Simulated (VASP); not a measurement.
# Be (Im-3m) in VASP: density of states with PBE

Aim: the density of states of Be with PBE.

Program: VASP 6.6.1. These are calculated values, not measurements. Logs are shortened: lines on timing, memory, paths and dates and some standing lists are left out, and cuts for length are marked.

### Step 1. The cell of the first run

The structure is cubic, space group Im-3m (No. 229). The conventional cell has a = 2.566 Å, b = 2.566 Å, c = 2.566 Å, α = 90.00°, β = 90.00°, γ = 90.00°. Be (site symmetry m-3m) has 14 Be at 2.22 to 2.57 Å within 2.9 Å.

### Step 2. Density of states, PBE

POSCAR

```
Be
1.0
   -1.2828340000      1.2828340000      1.2828340000
    1.2828340000     -1.2828340000      1.2828340000
    1.2828340000      1.2828340000     -1.2828340000
Be
1
Direct
    0.0000000000      0.0000000000      0.0000000000
```

INCAR.step1

```
PREC     = Accurate       # precision mode
ENCUT    = 520            # plane-wave cutoff, eV
EDIFF    = 1E-6           # SCF threshold, eV
ISMEAR   = 1              # smearing method
SIGMA    = 0.1224         # smearing width, eV
LREAL    = F              # projectors in reciprocal space
LASPH    = T              # aspherical terms in the spheres
NELM     = 60             # most SCF steps
ALGO     = Normal         # electronic algorithm
ISIF     = 2              # what is computed and relaxed
LWAVE    = F              # write WAVECAR
LCHARG   = T              # write CHGCAR
GGA      = PE             # functional
NBANDS   = 7              # bands
```

KPOINTS.step1

```
regular mesh
0
Gamma
  14 14 14
```

INCAR.step2

```
PREC     = Accurate       # precision mode
ENCUT    = 520            # plane-wave cutoff, eV
EDIFF    = 1E-6           # SCF threshold, eV
ISMEAR   = -5             # smearing method
SIGMA    = 0.1224         # smearing width, eV
LREAL    = F              # projectors in reciprocal space
LASPH    = T              # aspherical terms in the spheres
NELM     = 60             # most SCF steps
ALGO     = Normal         # electronic algorithm
ISIF     = 2              # what is computed and relaxed
LWAVE    = F              # write WAVECAR
LCHARG   = F              # write CHGCAR
GGA      = PE             # functional
LORBIT   = 10             # projections on sites
NEDOS    = 2001           # points of the DOS
ICHARG   = 11             # starting density
```

KPOINTS.step2

```
regular mesh
0
Gamma
  21 21 21
```

Potentials or basis: VASP PAW PBE potentials, release 64 (Be).

Started as:

```console
cat potpaw_PBE.64/Be/POTCAR > POTCAR
cp INCAR.step1 INCAR
cp KPOINTS.step1 KPOINTS
mpirun -np 1 vasp_std > vasp.out
cp INCAR.step2 INCAR
cp KPOINTS.step2 KPOINTS
mpirun -np 1 vasp_std > vasp.out
```

OUTCAR:

```text
PREC = Accurate
   ENCUT = 520
   EDIFF = 1E-6
   ISMEAR = -5
   LREAL = F
   LASPH = T
   NELM = 60
   ISIF = 2
   GGA = PE
   LORBIT = 10
   ICHARG = 11

 ion  position               nearest neighbor table
   1  0.000  0.000  0.000-

  LATTYP: Found a body centered cubic cell.
 ALAT       =     2.5656680000

  Lattice vectors:

 A1 = (  -1.2828340000,   1.2828340000,   1.2828340000)
 A2 = (   1.2828340000,  -1.2828340000,   1.2828340000)
 A3 = (   1.2828340000,   1.2828340000,  -1.2828340000)

Analysis of symmetry for initial positions (statically):
=====================================================================
 Subroutine PRICEL returns:
 Original cell was already a primitive cell.

 Routine SETGRP: Setting up the symmetry group for a
 body centered cubic supercell.

 Subroutine GETGRP returns: Found 48 space group operations
 (whereof 48 operations were pure point group operations)
 out of a pool of 48 trial point group operations.

The static configuration has the point symmetry O_h .

Analysis of symmetry for dynamics (positions and initial velocities):
=====================================================================
 Subroutine PRICEL returns:
 Original cell was already a primitive cell.

 Routine SETGRP: Setting up the symmetry group for a
 body centered cubic supercell.

 Subroutine GETGRP returns: Found 48 space group operations
 (whereof 48 operations were pure point group operations)
 out of a pool of 48 trial point group operations.

The dynamic configuration has the point symmetry O_h .

 Subroutine INISYM returns: Found 48 space group operations
 (whereof 48 operations are pure point group operations),
 and found     1 'primitive' translations

----------------------------------------------------------------------------------------

                                     Primitive cell

  volume of cell :       8.4445

  direct lattice vectors                    reciprocal lattice vectors
    -1.282834000  1.282834000  1.282834000     0.000000000  0.389762042  0.389762042
     1.282834000 -1.282834000  1.282834000     0.389762042  0.000000000  0.389762042
     1.282834000  1.282834000 -1.282834000     0.389762042  0.389762042  0.000000000

  length of vectors
     2.221933666  2.221933666  2.221933666     0.551206767  0.551206767  0.551206767

[... 74 lines left out ...]
   ISPIN  =      1    spin polarized calculation?
   LNONCOLLINEAR =      F non collinear calculations
   LSORBIT =      F    spin-orbit coupling
   LASPH  =      T    aspherical Exc in radial PAW
   ENCUT  =  520.0 eV  38.22 Ry    6.18 a.u.   4.13  4.13  4.13*2*pi/ulx,y,z
   NELM   =     60;   NELMIN=  2; NELMDL=  0     # of ELM steps
   EDIFF  = 0.1E-05   stopping-criterion for ELM
   LREAL  =      F    real-space projection
   EDIFFG = 0.1E-04   stopping-criterion for IOM
   NSW    =      0    number of steps for IOM
   IBRION =     -1    ionic relax: 0-MD 1-quasi-New 2-CG
   NFREE  =      0    steps in history (QN), initial steepest desc. (CG)
   ISIF   =      2    stress and relaxation
   ISYM   =      2    0-nonsym 1-usesym 2-fastsym
   POTIM  = 0.5000    time-step for ionic-motion
   TEBEG  =    0.0;   TEEND  =   0.0 temperature during run
   PSTRESS=    0.0 pullay stress
   NELECT =       2.0000    total number of electrons
   NUPDOWN=      -1.0000    fix difference up-down
   EMIN   =  10.00;   EMAX   =-10.00  energy-range for DOS
   EFERMI =   0.00;   METHOD = LEGACY
   ISMEAR =    -5;   SIGMA  =   0.12  broadening in eV -4-tet -1-fermi 0-gaus
   EFERMI_NEDOS =   21; number of points for ismear=-14 and -15
   IALGO  =     38    algorithm
   IMIX   =      4    mixing-type and parameters
     AMIX     =   0.40;   BMIX     =  1.00
     AMIX_MAG =   1.60;   BMIX_MAG =  1.00
  volume/ion in A,a.u.               =       8.44        56.99
  Fermi-wavevector in a.u.,A,eV,Ry     =   1.012887  1.914079 13.958765  1.025940
  Thomas-Fermi vector in A             =   2.146023
   LORBIT       =     10    0 simple, 1 ext, 2 COOP (PROOUT), +10 PAW based schemes
   GGA     = PE    functional components
   LHFCALC =     F    Hartree Fock is set to
   AEXX    =    0.0000 exact exchange contribution
   IVDW    =     0    specifies the selected vdW correction
   LEPSILON=     F    determine dielectric tensor
   LRPA    =     F    only Hartree local field effects (RPA)
 non-spin polarized calculation
 Fermi weights with tetrahedron method with Bloechl corrections
  energy-cutoff  :      520.00
  volume of cell :        8.44
 maximum number of plane-waves:       236
 NGX is ok and might be reduce to    18

 number of electron       2.0000000 magnetization

 Free energy of the ion-electron system (eV)
  ---------------------------------------------------
  ext. energy  EPLUGINS =         0.00000000
  ---------------------------------------------------
  free energy    TOTEN  =        -3.65088794 eV

  energy without entropy =       -3.65088794  energy(sigma->0) =       -3.65088794

 E-fermi :   7.4113     XC(G=0): -10.3982

 val. band max:        7.2089495588   @ k =   0.3333   0.2857  -0.0000
 cond. band min:       7.3774869211   @ k =   0.3333   0.2381   0.0952
 fundamental gap:      0.1685373623
 Fermi energy:         7.4112523471

 k-point     1 :       0.0000    0.0000    0.0000
  band No.  band energies     occupation
      1      -4.4937      2.00000
      2      25.5730      0.00000
      3      25.5730      0.00000
      4      25.5730      0.00000
      5      36.6709      0.00000
[... 177 lines left out ...]
 k-point    24 :       0.1905    0.0952    0.0000
  band No.  band energies     occupation
      1      -2.3234      2.00000
      2      17.6008      0.00000
      3      20.2412      0.00000
      4      22.7035      0.00000
      5      31.4177      0.00000

 [... further k-points ...]
[... 5 lines left out ...]
  --------------------------------------------------------------------------------------
  -------------------------------------------------------------------------------------
  Total       -0.4399678     -0.4399678     -0.4399678      0.0000000      0.0000000     -0.0000000
  in kB      -83.4757045    -83.4757045    -83.4757045      0.0000000      0.0000000     -0.0000000
  external PRESSURE =     -83.4757045 kB  Pullay stress =       0.0000000 kB

 VOLUME and BASIS-vectors are now :
 -----------------------------------------------------------------------------
  energy-cutoff  :      520.00
  volume of cell :        8.44
      direct lattice vectors                 reciprocal lattice vectors
    -1.282834000  1.282834000  1.282834000     0.000000000  0.389762042  0.389762042
     1.282834000 -1.282834000  1.282834000     0.389762042  0.000000000  0.389762042
     1.282834000  1.282834000 -1.282834000     0.389762042  0.389762042  0.000000000

 POSITION                                       TOTAL-FORCE (eV/Angst)
 -----------------------------------------------------------------------------------
      0.00000      0.00000      0.00000         0.000000     -0.000000      0.000000
 -----------------------------------------------------------------------------------
    total drift:                                0.000000     -0.000000     -0.000000

  FREE ENERGIE OF THE ION-ELECTRON SYSTEM (eV)
  ---------------------------------------------------
  free  energy   TOTEN  =        -3.6508879442 eV

  energy  without entropy=       -3.6508879442  energy(sigma->0) =       -3.65088794

 total charge

# of ion       s       p       d       tot
------------------------------------------
    1        0.374   0.719   0.000   1.093
```

OSZICAR.step1:

```text
N       E                     dE             d eps       ncg     rms          rms(c)
DAV:   1    -0.239532905583E+01   -0.23953E+01   -0.12032E+03  1554   0.245E+02
DAV:   2    -0.367623279282E+01   -0.12809E+01   -0.11584E+01  2065   0.253E+01
DAV:   3    -0.367856511441E+01   -0.23323E-02   -0.23297E-02  1680   0.953E-01
DAV:   4    -0.367856552234E+01   -0.40793E-06   -0.40823E-06  2149   0.129E-02
DAV:   5    -0.367856552225E+01    0.97444E-10   -0.12800E-09  1694   0.957E-05    0.734E-01
DAV:   6    -0.366148287547E+01    0.17083E-01   -0.15861E-03  1631   0.371E-01    0.450E-01
DAV:   7    -0.365433274940E+01    0.71501E-02   -0.16545E-03  1547   0.393E-01    0.207E-02
DAV:   8    -0.365430363495E+01    0.29114E-04   -0.92785E-06  1645   0.268E-02    0.550E-03
DAV:   9    -0.365430399001E+01   -0.35506E-06   -0.77848E-07  1694   0.630E-03
   1 F= -.36543040E+01 E0= -.36544072E+01  d E =0.309504E-03
```

Run time: 39 s. Hardware: 1 thread of Intel Xeon 8259CL, shared host; peak memory 0.12 GiB.

Results:

```yaml
Valence_electrons_inside_the_program's_atomic_spheres: Be 1.09
```

Levels at points of the mesh, in eV from the Fermi level:
```csv
k point,band 1,band 2,band 3,band 4,band 5
"(0.00, 0.00, 0.00)",-11.90,18.16,18.16,18.16,29.26
```

Caveat: tetrahedron occupations give inexact forces and stress in metals.
